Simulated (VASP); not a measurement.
A run of VASP 6.6.1:

The input INCAR:

```
PREC     = Accurate       # precision mode
ENCUT    = 520            # plane-wave cutoff, eV
EDIFF    = 1E-7           # SCF threshold, eV
ISMEAR   = 0              # smearing method
SIGMA    = 0.1            # smearing width, eV
LREAL    = False          # projectors in reciprocal space
LASPH    = True           # aspherical terms in the spheres
NELM     = 100            # most SCF steps
ALGO     = Fast           # electronic algorithm
ISIF     = 2              # what is computed and relaxed
LWAVE    = False          # write WAVECAR
LCHARG   = True           # write CHGCAR
GGA      = PS             # functional
LELF     = True           # ELF
LVHAR    = True         
NBANDS   = 18             # bands
```

Contents of KPOINTS:

```
Automatic mesh
0
Gamma
  16 16 16
```

Contents of POSCAR:

```
Au
1.0
    3.3069897241      0.0000000000      0.0000000000
    0.0000000000      3.3069897241      0.0000000000
    0.0000000000      0.0000000000      3.1135709374
Au
2
Direct
    0.0000000000      0.0000000000      0.0000000000
    0.5000000000      0.5000000000      0.5000000000
```

Potentials or basis: VASP PAW PBE potentials, release 64 (Au).

Command:

```sh
$ cat potpaw_PBE.64/Au/POTCAR > POTCAR
$ mpirun -np 1 vasp_std > vasp.out
```

Hardware: 1 thread of Intel(R) Xeon(R) Platinum 8259CL CPU @ 2.50GHz (Skylake/Cascade Lake), on a shared host.

Task: Estimate the wall time of this run.

Result: Run time: 5.5 min on 1 thread of Intel(R) Xeon(R) Platinum 8259CL CPU @ 2.50GHz (Skylake/Cascade Lake), on a shared host, peak memory 0.31 GiB. Counts: scf iterations 15, k points 405.
